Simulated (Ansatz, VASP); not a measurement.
## One calculation of HC8, two programs

```
CELL_PARAMETERS angstrom
4.93130 0.00000 0.00000
-2.46565 4.27064 0.00000
0.00000 0.00000 17.00003
ATOMIC_POSITIONS crystal
C 0.33333 0.16667 0.23530
C 0.33333 0.66667 0.23530
C 0.83333 0.16667 0.23530
C 0.83333 0.66667 0.23530
C 0.16667 0.33333 0.23529
C 0.16667 0.83333 0.23529
C 0.66667 0.33333 0.23529
C 0.66667 0.83333 0.23529
H 0.58333 0.16667 0.25000
```

Alike in both runs: task single point; functional PBE; dispersion D3(BJ); k mesh 6 × 6 × 1; occupations gaussian, width 0.1 eV; collinear spin.

|  | VASP | Ansatz |
| --- | --- | --- |
| version | VASP 6.6.1 | Ansatz 0.2.0 |
| potentials or method | VASP PAW PBE potentials, release 64 (C, H), cutoff 520 eV | scalar-relativistic, plane waves, PAW |
| valence electrons in the cell | 33 | 33 |

|  | VASP | Ansatz | Ansatz less VASP |
| --- | --- | --- | --- |
| gap on the k mesh at the Fermi level (eV) | none | none | - |
| rms of the force components (eV/Å) | 9.420 | 9.274 | -0.1457 |
| net moment per atom (μB) | 0.00 | 0.00 | 0.000 |

Atom by atom the forces differ by 0.148 eV/Å (rms over components). A gap of «none» marks a metal or a gap that the smearing closes. Ansatz's warnings: seeded moment not kept.
